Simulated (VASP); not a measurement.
Here is a VASP 6.6.1 calculation.

The input INCAR:

```
  PREC = Accurate
  ENCUT = 520
  EDIFF = 1E-6
  ISMEAR = 0
  SIGMA = 0.1
  LREAL = F
  LASPH = T
  NELM = 150
  ALGO = Fast
  ISIF = 2
  LWAVE = F
  LCHARG = F
  ISPIN = 2
  MAGMOM = 2 2 2 2 2 2 2 2
  LORBIT = 11
  LMAXMIX = 4
  GGA = PS
  NBANDS = 66
```

The input KPOINTS:

```
Automatic mesh
0
Gamma
  4 4 4
```

The input POSCAR:

```
V
1.0
    4.8270384112      0.0000000000      0.0000000000
    0.0000000000      4.8270384112      0.0000000000
    0.0000000000      0.0000000000      4.8270384112
V
8
Direct
    0.5000000000      0.5000000000      0.5000000000
    0.0000000000      0.0000000000      0.0000000000
    0.2500000000      0.0000000000      0.5000000000
    0.5000000000      0.2500000000      0.0000000000
    0.5000000000      0.7500000000      0.0000000000
    0.7500000000      0.0000000000      0.5000000000
    0.0000000000      0.5000000000      0.7500000000
    0.0000000000      0.5000000000      0.2500000000
```

Potentials or basis: VASP PAW PBE potentials, release 64 (V_sv).

The run is started by

```sh
$ cat potpaw_PBE.64/V_sv/POTCAR > POTCAR
$ mpirun -np 1 vasp_std > vasp.out
```

Task: Predict the band gap on the k mesh.

Result: Zero (filled and empty bands touch).

Task: What does it give for the pressure?

Result: -10.2 GPa.

Task: Estimate the net moment.

Result: 0.00 μB per cell.

Caveat: the PAW data sets were made with another functional, which shifts forces and pressure a little.
